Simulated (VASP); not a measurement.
# TaBiO (P4/nmm) in VASP: further runs

TaBiO is run at these levels: PBE; tasks: single point.

All numbers are computed with VASP 6.6.1; they aren't measurements. Logs are shortened: lines on timing, memory, paths and dates and some standing lists are left out, and cuts for length are marked.

**1. The cell of the first run**

It takes space group P4/nmm (No. 129, tetragonal). The conventional cell has a = 3.345 Å, b = 3.345 Å, c = 8.503 Å, α = 90.00°, β = 90.00°, γ = 90.00°. Ta (site symmetry 4mm) has 5 O at 2.39 to 2.45 Å and 4 Bi at 3.11 Å within 3.2 Å. Within 3.2 Å of Bi (site symmetry 4mm) lie 1 O at 2.37 Å and 4 Bi at 2.89 Å and 4 Ta at 3.11 Å. Within 3.2 Å of O (site symmetry 4mm) lie 1 Bi at 2.37 Å and 5 Ta at 2.39 to 2.45 Å and 4 O at 3.16 Å.

The cell was generated, and may not be a known phase.

**2. Single point, PBE**

Contents of INCAR:

```
SYSTEM = TaBiO
PREC = Accurate
ENCUT = 520
EDIFF = 1E-6
ISMEAR = 0
SIGMA = 0.1
LREAL = .FALSE.
LASPH = .TRUE.
NELM = 60
ALGO = Normal
ISIF = 2
LWAVE = .FALSE.
LCHARG = .FALSE.
GGA = PE
NBANDS = 41
```

Contents of KPOINTS:

```
regular mesh
0
G
  6 6 2
  0 0 0
```

Contents of POSCAR:

```
TaBiO
1.0
    3.3451209900      0.0000000000      0.0000000000
    0.0000000000      3.3451209900      0.0000000000
    0.0000000000      0.0000000000      8.5025876100
Ta Bi O
2 2 2
Direct
    0.0000000000      0.5000000000      0.6647710200
    0.5000000000      0.0000000000      0.3352289800
    0.5000000000      0.0000000000      0.9026290200
    0.0000000000      0.5000000000      0.0973709800
    0.0000000000      0.5000000000      0.3764100100
    0.5000000000      0.0000000000      0.6235899900
```

Potentials or basis: VASP PAW PBE potentials, release 64 (Ta_pv, Bi_d, O).

On the command line:

```
> cat potpaw_PBE.64/Ta_pv/POTCAR potpaw_PBE.64/Bi_d/POTCAR potpaw_PBE.64/O/POTCAR > POTCAR
> mpirun -np 1 vasp_std > vasp.out
```

OUTCAR:

```text
SYSTEM = TaBiO
   PREC = Accurate
   ENCUT = 520
   EDIFF = 1E-6
   ISMEAR = 0
   LREAL = .FALSE.
   LASPH = .TRUE.
   NELM = 60
   ISIF = 2
   GGA = PE

 ion  position               nearest neighbor table
   1  0.000  0.500  0.665-   6 2.39   6 2.39   6 2.39   6 2.39   5 2.45   3 3.11   3 3.11   3 3.11
                             3 3.11   4 3.68
   2  0.500  0.000  0.335-   5 2.39   5 2.39   5 2.39   5 2.39   6 2.45   4 3.11   4 3.11   4 3.11
                             4 3.11   3 3.68
   3  0.500  0.000  0.903-   6 2.37   4 2.89   4 2.89   4 2.89   4 2.89   1 3.11   1 3.11   1 3.11
                             1 3.11   2 3.68
   4  0.000  0.500  0.097-   5 2.37   3 2.89   3 2.89   3 2.89   3 2.89   2 3.11   2 3.11   2 3.11
                             2 3.11   1 3.68
   5  0.000  0.500  0.376-   4 2.37   2 2.39   2 2.39   2 2.39   2 2.39   1 2.45
   6  0.500  0.000  0.624-   3 2.37   1 2.39   1 2.39   1 2.39   1 2.39   2 2.45

  LATTYP: Found a simple tetragonal cell.
 ALAT       =     3.3451209900
 C/A-ratio  =     2.5417877665

  Lattice vectors:

 A1 = (   3.3451209900,   0.0000000000,   0.0000000000)
 A2 = (   0.0000000000,   3.3451209900,   0.0000000000)
 A3 = (   0.0000000000,   0.0000000000,   8.5025876100)

Analysis of symmetry for initial positions (statically):
=====================================================================
 Subroutine PRICEL returns:
 Original cell was already a primitive cell.

 Routine SETGRP: Setting up the symmetry group for a
 simple tetragonal supercell.

 Subroutine GETGRP returns: Found 16 space group operations
 (whereof  8 operations were pure point group operations)
 out of a pool of 16 trial point group operations.

The static configuration has the point symmetry D_2d.
 The point group associated with its full space group is D_4h.

Analysis of symmetry for dynamics (positions and initial velocities):
=====================================================================
 Subroutine PRICEL returns:
 Original cell was already a primitive cell.

 Routine SETGRP: Setting up the symmetry group for a
 simple tetragonal supercell.

 Subroutine GETGRP returns: Found 16 space group operations
 (whereof  8 operations were pure point group operations)
 out of a pool of 16 trial point group operations.

The dynamic configuration has the point symmetry D_2d.
 The point group associated with its full space group is D_4h.

 Subroutine INISYM returns: Found 16 space group operations
 (whereof  8 operations are pure point group operations),
 and found     1 'primitive' translations

----------------------------------------------------------------------------------------

                                     Primitive cell

  volume of cell :      95.1425

  direct lattice vectors                    reciprocal lattice vectors
     3.345120990  0.000000000  0.000000000     0.298942849  0.000000000  0.000000000
     0.000000000  3.345120990  0.000000000     0.000000000  0.298942849  0.000000000
     0.000000000  0.000000000  8.502587610     0.000000000  0.000000000  0.117611255

  length of vectors
     3.345120990  3.345120990  8.502587610     0.298942849  0.298942849  0.117611255

  position of ions in fractional coordinates (direct lattice)
     0.000000000  0.500000000  0.664771020
     0.500000000  0.000000000  0.335228980
     0.500000000  0.000000000  0.902629020
     0.000000000  0.500000000  0.097370980
     0.000000000  0.500000000  0.376410010
     0.500000000  0.000000000  0.623589990

  ion indices of the primitive-cell ions
   primitive index   ion index
                 1           1
                 2           2
                 3           3
                 4           4
                 5           5
                 6           6

----------------------------------------------------------------------------------------

 KPOINTS: regular mesh

Automatic generation of k-mesh.
 Grid dimensions read from file:
 generate k-points for:    6    6    2

 Generating k-lattice:

  Cartesian coordinates                     Fractional coordinates (reciprocal lattice)
     0.049823808  0.000000000  0.000000000     0.166666667  0.000000000  0.000000000
     0.000000000  0.049823808  0.000000000     0.000000000  0.166666667  0.000000000
     0.000000000  0.000000000  0.058805628     0.000000000  0.000000000  0.500000000

  Length of vectors
     0.049823808  0.049823808  0.058805628

  Shift w.r.t. Gamma in fractional coordinates (k-lattice)
     0.000000000  0.000000000  0.000000000

 Subroutine IBZKPT returns following result:
 ===========================================

 Found     20 irreducible k-points:

 Following reciprocal coordinates:
            Coordinates               Weight
  0.000000  0.000000  0.000000      1.000000
  0.166667  0.000000  0.000000      4.000000
  0.333333  0.000000  0.000000      4.000000
  0.500000  0.000000  0.000000      2.000000
  0.166667  0.166667  0.000000      4.000000
  0.333333  0.166667  0.000000      8.000000
[... 12 lines left out ...]
  0.500000  0.333333  0.500000      4.000000
  0.500000  0.500000  0.500000      1.000000
   k-points           NKPTS =     20   k-points in BZ     NKDIM =     20   number of bands    NBANDS=     41
   number of dos      NEDOS =    301   number of ions     NIONS =      6
   total plane-waves  NPLWV =  50176
   dimension x,y,z NGX =    28 NGY =   28 NGZ =   64
   dimension x,y,z NGXF=    56 NGYF=   56 NGZF=  128
   ions per type =               2   2   2
   NGX,Y,Z   is equivalent  to a cutoff of  13.92, 13.92, 12.51 a.u.
   NGXF,Y,Z  is equivalent  to a cutoff of  27.83, 27.83, 25.03 a.u.
 SYSTEM =  TaBiO
   PREC   = accura    normal or accurate (medium, high low for compatibility)
   ISTART =      0    job   : 0-new  1-cont  2-samecut
   ICHARG =      2    charge: 1-file 2-atom 10-const
   ISPIN  =      1    spin polarized calculation?
   LNONCOLLINEAR =      F non collinear calculations
   LSORBIT =      F    spin-orbit coupling
   LASPH  =      T    aspherical Exc in radial PAW
   ENCUT  =  520.0 eV  38.22 Ry    6.18 a.u.   6.22  6.22 15.81*2*pi/ulx,y,z
   NELM   =     60;   NELMIN=  2; NELMDL= -5     # of ELM steps
   EDIFF  = 0.1E-05   stopping-criterion for ELM
   LREAL  =      F    real-space projection
   EDIFFG = 0.1E-04   stopping-criterion for IOM
   NSW    =      0    number of steps for IOM
   IBRION =     -1    ionic relax: 0-MD 1-quasi-New 2-CG
   NFREE  =      0    steps in history (QN), initial steepest desc. (CG)
   ISIF   =      2    stress and relaxation
   ISYM   =      2    0-nonsym 1-usesym 2-fastsym
   POTIM  = 0.5000    time-step for ionic-motion
   TEBEG  =    0.0;   TEEND  =   0.0 temperature during run
   PSTRESS=    0.0 pullay stress
   NELECT =      64.0000    total number of electrons
   NUPDOWN=      -1.0000    fix difference up-down
   EMIN   =  10.00;   EMAX   =-10.00  energy-range for DOS
   EFERMI =   0.00;   METHOD = LEGACY
   ISMEAR =     0;   SIGMA  =   0.10  broadening in eV -4-tet -1-fermi 0-gaus
   EFERMI_NEDOS =   21; number of points for ismear=-14 and -15
   IALGO  =     38    algorithm
   IMIX   =      4    mixing-type and parameters
     AMIX     =   0.40;   BMIX     =  1.00
     AMIX_MAG =   1.60;   BMIX_MAG =  1.00
  volume/ion in A,a.u.               =      15.86       107.01
  Fermi-wavevector in a.u.,A,eV,Ry     =   1.434421  2.710662 27.994843  2.057563
  Thomas-Fermi vector in A             =   2.553831
   LORBIT       =      0    0 simple, 1 ext, 2 COOP (PROOUT), +10 PAW based schemes
   GGA     = PE    functional components
   LHFCALC =     F    Hartree Fock is set to
   AEXX    =    0.0000 exact exchange contribution
   IVDW    =     0    specifies the selected vdW correction
   LEPSILON=     F    determine dielectric tensor
   LRPA    =     F    only Hartree local field effects (RPA)
 non-spin polarized calculation
 Gauss-broadening in eV      SIGMA  =   0.10
  energy-cutoff  :      520.00
  volume of cell :       95.14
 maximum number of plane-waves:      2588
 NGX is ok and might be reduce to    28
   NGX = 13   NGY = 13   NGZ = 31

 number of electron      63.9999999 magnetization

 Free energy of the ion-electron system (eV)
  ---------------------------------------------------
  ext. energy  EPLUGINS =         0.00000000
  ---------------------------------------------------
  free energy    TOTEN  =       -40.00206397 eV

  energy without entropy =      -39.97193645  energy(sigma->0) =      -39.98700021

 E-fermi :  10.0085     XC(G=0): -12.2188

 val. band max:       10.0069390983   @ k =   0.3333   0.0000   0.5000
 cond. band min:      10.0409241159   @ k =   0.3333   0.0000   0.5000
 fundamental gap:      0.0339850175
 Fermi energy:        10.0085434724

 k-point     1 :       0.0000    0.0000    0.0000
  band No.  band energies     occupation
      1     -26.0798      2.00000
      2     -26.0334      2.00000
      3     -26.0334      2.00000
      4     -26.0150      2.00000
      5     -26.0150      2.00000
      6     -26.0021      2.00000
[... 33 lines left out ...]
     40      11.6952      0.00000
     41      13.3406      0.00000

 k-point     2 :       0.1667    0.0000    0.0000
  band No.  band energies     occupation
      1     -26.0860      2.00000
      2     -26.0858      2.00000
      3     -26.0513      2.00000
      4     -26.0268      2.00000
      5     -26.0108      2.00000
      6     -25.9998      2.00000
[... 33 lines left out ...]
     40      12.2329      0.00000
     41      13.2988      0.00000

 k-point     3 :       0.3333    0.0000    0.0000
  band No.  band energies     occupation
      1     -26.1841      2.00000
      2     -26.1777      2.00000
      3     -26.0398      2.00000
      4     -26.0127      2.00000
      5     -26.0034      2.00000
      6     -26.0032      2.00000
[... 33 lines left out ...]
     40      13.1291      0.00000
     41      13.4091      0.00000

 k-point     4 :       0.5000    0.0000    0.0000
  band No.  band energies     occupation
      1     -26.2301      2.00000
      2     -26.2301      2.00000
      3     -26.0170      2.00000
      4     -26.0170      2.00000
      5     -26.0026      2.00000
      6     -26.0026      2.00000
[... 649 lines left out ...]
     40      12.8783      0.00000
     41      13.2391      0.00000

 k-point    19 :       0.5000    0.3333    0.5000
  band No.  band energies     occupation
      1     -26.1970      2.00000
      2     -26.1970      2.00000
      3     -26.1351      2.00000
      4     -26.1351      2.00000
      5     -26.0077      2.00000
      6     -26.0077      2.00000
[... 33 lines left out ...]
     40      12.7187      0.00000
     41      13.6764      0.00000

 k-point    20 :       0.5000    0.5000    0.5000
  band No.  band energies     occupation
      1     -26.1968      2.00000
      2     -26.1968      2.00000
      3     -26.1674      2.00000
      4     -26.1674      2.00000
      5     -26.0048      2.00000
      6     -26.0048      2.00000
[... 33 lines left out ...]
     40      12.5496      0.00000
     41      13.1170      0.00000

------------------------ aborting loop because EDIFF is reached ----------------------------------------

  FORCE on cell =-STRESS in cart. coord.  units (eV):
  Direction    XX          YY          ZZ          XY          YZ          ZX
  --------------------------------------------------------------------------------------
  -------------------------------------------------------------------------------------
  Total        4.0869334      4.0869334     16.5787600      0.0000000      0.0000000      0.0000000
  in kB       68.8229628     68.8229628    279.1822805      0.0000000      0.0000000      0.0000000
  external PRESSURE =     138.9427354 kB  Pullay stress =       0.0000000 kB

 VOLUME and BASIS-vectors are now :
 -----------------------------------------------------------------------------
  energy-cutoff  :      520.00
  volume of cell :       95.14
      direct lattice vectors                 reciprocal lattice vectors
     3.345120990  0.000000000  0.000000000     0.298942849  0.000000000  0.000000000
     0.000000000  3.345120990  0.000000000     0.000000000  0.298942849  0.000000000
     0.000000000  0.000000000  8.502587610     0.000000000  0.000000000  0.117611255

 POSITION                                       TOTAL-FORCE (eV/Angst)
 -----------------------------------------------------------------------------------
      0.00000      1.67256      5.65227         0.000000     -0.000000     -1.000079
      1.67256      0.00000      2.85031         0.000000      0.000000      1.000079
      1.67256      0.00000      7.67468         0.000000     -0.000000     -2.924419
      0.00000      1.67256      0.82791         0.000000      0.000000      2.924419
      0.00000      1.67256      3.20046         0.000000      0.000000      3.612311
      1.67256      0.00000      5.30213        -0.000000      0.000000     -3.612311
 -----------------------------------------------------------------------------------
    total drift:                                0.000000      0.000000      0.000000

  FREE ENERGIE OF THE ION-ELECTRON SYSTEM (eV)
  ---------------------------------------------------
  free  energy   TOTEN  =       -40.0020639722 eV

  energy  without entropy=      -39.9719364484  energy(sigma->0) =      -39.98700021
```

Wall time 38 s (1 thread of Intel Xeon 6975P-C (Granite Rapids), shared host); peak memory 0.25 GiB.

What came out:

- Free energy: -40.0021 eV
- Pressure: 13.9 GPa
- Largest force: 3.612 eV/Å
- Band gap on the k mesh: zero (bands 32 and 33 overlap by 0.82 eV)

Forces on the atoms (eV/Å):
```
Ta   0.000  0.000 -1.000
Ta   0.000  0.000  1.000
Bi   0.000  0.000 -2.924
Bi   0.000  0.000  2.924
O    0.000  0.000  3.612
O    0.000  0.000 -3.612
```

Levels at points of the mesh, in eV from the Fermi level:
```tsv
k point	band 29	band 30	band 31	band 32	band 33	band 34	band 35	band 36
(0.00, 0.00, 0.00)	-2.67	-1.86	-1.86	-0.17	0.10	0.19	0.29	0.29
(0.50, 0.00, 0.00)	-0.66	-0.66	0.49	0.49	0.69	0.69	0.94	0.94
(0.50, 0.50, 0.00)	-2.88	-2.88	-0.70	-0.70	-0.29	-0.29	0.65	0.65
(0.00, 0.00, 0.50)	-1.58	-1.58	-1.34	-1.07	-0.33	-0.33	-0.01	0.45
(0.50, 0.00, 0.50)	-0.06	-0.06	0.43	0.43	0.54	0.54	2.00	2.00
(0.50, 0.50, 0.50)	-3.51	-3.51	-1.57	-1.57	0.34	0.34	1.50	1.50
```

Caveat: the k points lie up to 0.37 Å⁻¹ apart, too coarse for converged energies and pressures of a metal; spin-orbit coupling is left out, which moves the levels of the heavy elements; forces of over 1 eV/Å act on the atoms, so gaps and moduli don't describe the material at rest.

**3. Single point, PBE**

This run uses another cell than the first one, of 17.95 Å³/atom.

Contents of INCAR:

```
SYSTEM = TaBiO
PREC = Accurate
ENCUT = 520
EDIFF = 1E-7
ISMEAR = 0
SIGMA = 0.1
LREAL = .False.
LASPH = .True.
NELM = 60
ALGO = Normal
ISIF = 2
LWAVE = .False.
LCHARG = .False.
GGA = PE
NBANDS = 41
```

Contents of KPOINTS:

```
regular mesh
0
Gamma
  6 6 2
  0 0 0
```

Contents of POSCAR:

```
TaBiO
1.0
    3.0695393228      0.0000000000      0.0000000000
    0.0000000000      3.0695393228      0.0000000000
    0.0000000000      0.0000000000     11.4283198923
Ta Bi O
2 2 2
Direct
    0.0000000000      0.5000000000      0.6318136026
    0.5000000000      0.0000000000      0.3681863974
    0.5000000000      0.0000000000      0.8367329925
    0.0000000000      0.5000000000      0.1632670075
    0.0000000000      0.5000000000      0.4415314142
    0.5000000000      0.0000000000      0.5584685858
```

Potentials or basis: VASP PAW PBE potentials, release 64 (Ta_pv, Bi_d, O).

On the command line:

```
> cat potpaw_PBE.64/Ta_pv/POTCAR potpaw_PBE.64/Bi_d/POTCAR potpaw_PBE.64/O/POTCAR > POTCAR
> mpirun -np 1 vasp_std > vasp.out
```

It took 43 s on 1 thread of Intel Xeon 6975P-C (Granite Rapids), shared host; peak memory 0.26 GiB.

Results (log left out):

```
Free energy            : -46.0493 eV
Pressure               : 0.1 GPa
Largest force          : 0.039 eV/Å
Band gap on the k mesh : zero (bands 32 and 33 overlap by 1.15 eV)
```

Forces on the atoms (eV/Å):
```
Ta   0.000  0.000  0.039
Ta   0.000  0.000 -0.039
Bi   0.000  0.000 -0.006
Bi   0.000  0.000  0.006
O    0.000  0.000 -0.024
O    0.000  0.000  0.024
```

Stress tensor (GPa, compression positive):
```
0.08 0.00 0.00
0.00 0.08 0.00
0.00 0.00 0.17
```

Levels at points of the mesh, in eV from the Fermi level:
| k point | band 29 | band 30 | band 31 | band 32 | band 33 | band 34 | band 35 | band 36 |
| --- | --- | --- | --- | --- | --- | --- | --- | --- |
| (0.00, 0.00, 0.00) | -2.99 | -2.49 | -0.10 | 0.61 | 1.09 | 1.09 | 1.46 | 1.46 |
| (0.50, 0.00, 0.00) | -2.88 | -2.88 | -0.29 | -0.29 | 1.21 | 1.21 | 1.55 | 1.55 |
| (0.50, 0.50, 0.00) | -3.96 | -3.96 | -0.22 | -0.22 | 0.80 | 0.80 | 0.84 | 0.84 |
| (0.00, 0.00, 0.50) | -3.41 | -2.99 | -0.22 | 1.06 | 1.06 | 1.20 | 1.49 | 1.49 |
| (0.50, 0.00, 0.50) | -2.71 | -2.71 | -0.42 | -0.42 | 1.21 | 1.21 | 1.56 | 1.56 |
| (0.50, 0.50, 0.50) | -3.92 | -3.92 | -0.40 | -0.40 | 0.55 | 0.55 | 1.16 | 1.16 |

Caveat: spin-orbit coupling is left out, which moves the levels of the heavy elements.

The gap in the log of VASP goes by the Fermi energy; the results here count the filled bands.